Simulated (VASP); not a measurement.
## Al3H2: single point with PBE

Al3H2:

```
Al H
1.0
     2.81136    0.00000    0.12621
     0.00000    5.69637    0.00000
    -0.18520    0.00000    4.04203
Al H
3 2
Direct
  0.50000 0.26184 0.50000
  0.50000 0.73816 0.50000
  0.00000 0.00000 0.00000
  0.50108 0.50000 0.77641
  0.49892 0.50000 0.22359
```

The cell was built from a structure type or drawn by symmetry, and may not be a known phase.

```
Program             : VASP 6.6.1
Task                : single point
Functional          : PBE
Potentials or basis : VASP PAW PBE potentials, release 64 (Al, H)
Cutoff              : 520 eV
k mesh              : 10 × 6 × 8
Occupations         : gaussian, width 0.1 eV
Spin                : no spin polarisation
```

```json
{"Pressure": "-0.1 GPa", "Largest force": "0.011 eV/Å", "Band gap on the k mesh": "zero (an odd number of electrons rules out a gap without spin polarisation)"}
```

Forces in eV/Å, atoms in the order of the input:
```
Al   0.000  0.011  0.000
Al   0.000 -0.011  0.000
Al   0.000  0.000  0.000
H    0.000  0.000 -0.003
H    0.000  0.000  0.003
```

Levels at points of the mesh, in eV from the Fermi level:
| k point | band 1 | band 2 | band 3 | band 4 | band 5 | band 6 | band 7 | band 8 | band 9 | band 10 |
| --- | --- | --- | --- | --- | --- | --- | --- | --- | --- | --- |
| (0.00, 0.00, 0.00) | -10.65 | -7.06 | -5.34 | -3.38 | -0.31 | 0.10 | 2.42 | 4.10 | 4.24 | 5.24 |
| (0.50, 0.00, 0.00) | -7.56 | -5.06 | -3.84 | -1.51 | -1.18 | -0.49 | 0.59 | 2.88 | 3.79 | 3.84 |
| (0.00, 0.50, 0.00) | -9.74 | -9.38 | -3.00 | -1.91 | -1.32 | -0.21 | 1.01 | 1.76 | 5.28 | 7.73 |
| (0.50, 0.50, 0.00) | -7.24 | -5.02 | -4.59 | -2.96 | -1.41 | 2.40 | 2.80 | 3.15 | 4.13 | 4.41 |
| (0.00, 0.00, 0.50) | -9.08 | -7.81 | -5.24 | -4.44 | -3.73 | -2.49 | 5.73 | 8.20 | 8.25 | 8.74 |
| (0.50, 0.00, 0.50) | -6.10 | -4.85 | -3.52 | -2.13 | -1.77 | -1.70 | 0.08 | 1.60 | 1.71 | 1.85 |
| (0.00, 0.50, 0.50) | -8.45 | -7.31 | -7.00 | -6.51 | -0.20 | 0.48 | 1.90 | 3.85 | 7.86 | 9.50 |
| (0.50, 0.50, 0.50) | -5.89 | -4.44 | -2.98 | -2.88 | -2.76 | -1.92 | -1.88 | 0.90 | 4.41 | 4.69 |

Run time: 51 s on 1 thread of Intel(R) Xeon(R) 6975P-C (Granite Rapids), with other jobs on the host, peak memory 0.26 GiB.
